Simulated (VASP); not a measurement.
Input of a VASP 6.6.1 run:

INCAR

```
  PREC = Accurate
  ENCUT = 560
  EDIFF = 1E-6
  ISMEAR = 0
  SIGMA = 0.15
  LREAL = F
  LASPH = T
  NELM = 120
  ALGO = Normal
  ISIF = 2
  LWAVE = F
  LCHARG = F
  GGA = CA
  NBANDS = 14
  GGA_COMPAT = F
```

KPOINTS

```
Automatic mesh
0
Gamma
  22 22 22
```

File POSCAR:

```
Ir
1.0
    0.0000000000      1.7602099769      2.0541650431
    1.7602099769      0.0000000000      2.0541650431
    1.7602099769      1.7602099769      0.0000000000
Ir
1
Direct
    0.0000000000      0.0000000000      0.0000000000
```

Potentials or basis: VASP PAW LDA potentials, release 64 (Ir_sv_GW).

Command:

```bash
$ cat potpaw_LDA.64/Ir_sv_GW/POTCAR > POTCAR
$ mpirun -np 1 vasp_std > vasp.out
```

(1) Estimate the band gap on the k mesh.

(2) What does it give for the pressure?

Results:

(1) zero (an odd number of electrons rules out a gap without spin polarisation).

(2) 49.3 GPa.

Caveat: the stress differs along the axes, from -1 to 75 GPa; spin-orbit coupling is left out, which moves the levels of the heavy elements.
